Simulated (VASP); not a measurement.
Input of a VASP 6.6.1 run:

File POSCAR:

```
MgO
1.0
    0.0000000000      2.1021665416      2.1021665416
    2.1021665416      0.0000000000      2.1021665416
    2.1021665416      2.1021665416      0.0000000000
Mg O
1 1
Direct
    0.0000000000      0.0000000000      0.0000000000
    0.5000000000      0.5000000000      0.5000000000
```

Contents of INCAR.step1:

```
SYSTEM = MgO
PREC = Accurate
ENCUT = 750
ISMEAR = -1
SIGMA = 0.1
LREAL = .False.
LASPH = .True.
NELM = 120
NBANDS = 15
GGA = PE
ALGO = Normal
EDIFF = 1E-5
LWAVE = .True.
LCHARG = .False.
GGA_COMPAT = .False.
```

INCAR.step2

```
SYSTEM = MgO
PREC = Accurate
ENCUT = 750
EDIFF = 1E-6
ISMEAR = -1
SIGMA = 0.1
LREAL = .False.
LASPH = .True.
NELM = 120
ALGO = Normal
ISIF = 2
LWAVE = .False.
LCHARG = .True.
METAGGA = R2SCAN
LMIXTAU = .True.
LELF = .True.
LVHAR = .True.
NBANDS = 15
ISTART = 1
GGA_COMPAT = .False.
```

The input KPOINTS:

```
regular mesh
0
Gamma
  20 20 20
  0 0 0
```

Potentials or basis: VASP PAW PBE potentials, release 64 (Mg_sv, O).

The run is started by

```bash
$ cat potpaw_PBE.64/Mg_sv/POTCAR potpaw_PBE.64/O/POTCAR > POTCAR
$ cp INCAR.step1 INCAR
$ mpirun -np 1 vasp_std > vasp.out
$ cp INCAR.step2 INCAR
$ mpirun -np 1 vasp_std > vasp.out
```

(1) What does it give for the band gap on the k mesh?

(2) What does it give for the pressure?

Results:

(1) 5.70 eV.

(2) 0.0 GPa.

Caveat: the PAW data sets were made with another functional, which shifts forces and pressure a little.
